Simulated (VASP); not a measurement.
Crystal: Pt.

```
Pt
1.0
     2.68499    0.00000    0.00000
    -1.34250    2.32527    0.00000
     0.00000    0.00000    4.66078
Pt
2
Cartesian
  1.3425 0.7751 3.4956
  0.0000 1.5502 1.1652
```

Base run:

```yaml
Program: VASP 6.6.1
Functional: r2SCAN
Potentials_or_basis: VASP PAW PBE potentials, release 64 (Pt)
Cutoff: 520 eV
k_mesh: 10 × 10 × 5
Occupations: fermi-dirac, width 0.1 eV
Spin: no spin polarisation
```

Its results: band gap on the k mesh zero (band 10 reaches 12.31 eV, above the bottom of band 11 at 10.88 eV); pressure 19.2 GPa.

**Question.** The run is repeated on the same cell with these changes: potentials or basis from VASP PAW PBE potentials, release 64 (Pt) to VASP PAW PBE potentials, release 64 (Pt_sv_GW); cutoff from 520 eV to 550 eV; further incar settings from ALGO = Normal; EDIFF = 1e-07; NBANDS = 17 to ALGO = Normal; EDIFF = 1e-06; NBANDS = 25; valence electrons from 20 to 36. What comes out?

**Answer.** Band gap on the k mesh zero (band 18 reaches 11.74 eV, above the bottom of band 19 at 10.31 eV); pressure 15.9 GPa.

Caveats: the PAW data sets were made with another functional, which shifts forces and pressure a little; spin-orbit coupling is left out, which moves the levels of the heavy elements.
